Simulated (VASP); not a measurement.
Wanted: the native input for a VASP 6.6.1 run.

```
Task                   : relaxation of cell and atoms
Functional             : BLYP
Dispersion             : D3(BJ)
Potentials or basis    : VASP PAW PBE potentials, release 64 (Cd, S)
Cutoff                 : 600 eV
k mesh                 : 7 × 7 × 4
Occupations            : fermi-dirac, width 0.05 eV
Spin                   : no spin polarisation
Dipole correction      : no
Further INCAR settings : ALGO = Normal; EDIFF = 1e-06; IBRION = 2; EDIFFG = -0.01; NSW = 60; ISIF = 3
```

The structure of CdS lies in POSCAR:

```
CdS
1.0
    4.1500000000      0.0000000000      0.0000000000
   -2.0750000000      3.5940054257      0.0000000000
    0.0000000000      0.0000000000      6.7370000000
Cd S
2 2
Direct
    0.6666666667      0.3333333333      0.5000000000
    0.3333333333      0.6666666667      0.0000000000
    0.6666666667      0.3333333333      0.8750000000
    0.3333333333      0.6666666667      0.3750000000
```

The input as run:

INCAR

```
AGGAC    = 1.0          
AGGAX    = 1.0          
ALDAC    = 0.0          
ALDAX    = 1.0          
ALGO     = Normal         # electronic algorithm
EDIFF    = 1E-6           # SCF threshold, eV
EDIFFG   = -0.01          # ionic threshold
ENCUT    = 600            # plane-wave cutoff, eV
GGA      = B5             # functional
IBRION   = 2              # ionic algorithm
ISIF     = 3              # what is computed and relaxed
ISMEAR   = -1             # smearing method
IVDW     = 12             # dispersion correction
LASPH    = T              # aspherical terms in the spheres
LCHARG   = F              # write CHGCAR
LREAL    = F              # projectors in reciprocal space
LWAVE    = F              # write WAVECAR
NELM     = 60             # most SCF steps
NSW      = 60             # ionic steps
PREC     = Accurate       # precision mode
SIGMA    = 0.05           # smearing width, eV
VDW_A1   = 0.4298       
VDW_A2   = 4.2359       
VDW_S6   = 1.0          
VDW_S8   = 2.6996
```

KPOINTS

```
k-points
0
Gamma
  7 7 4
```

Potentials or basis: VASP PAW PBE potentials, release 64 (Cd, S).

Launch:

```bash
$ cat potpaw_PBE.64/Cd/POTCAR potpaw_PBE.64/S/POTCAR > POTCAR
$ mpirun -np 1 vasp_std > vasp.out
```

Results of the run:

The relaxed volume is 25.44 Å³/atom. The relaxed cell is a = 4.161 Å, b = 4.161 Å, c = 6.788 Å, α = 90.00°, β = 90.00°, γ = 120.00°, the space group after relaxing (to 0.1 Å) is P6_3mc (No. 186) and the energy gained by relaxing is 1.0 meV/atom. The ionic steps are 3. The pressure after relaxing is 0.0 GPa and the largest force after relaxing is 0.003 eV/Å. The band gap on the k mesh is 1.13 eV and the dispersion energy per atom is -0.653 eV.

Caveat: the PAW data sets were made with another functional, which shifts forces and pressure a little.

Wall time 4.7 min on 1 thread of Intel Xeon 8259CL, on a shared host, peak memory 0.3 GiB.
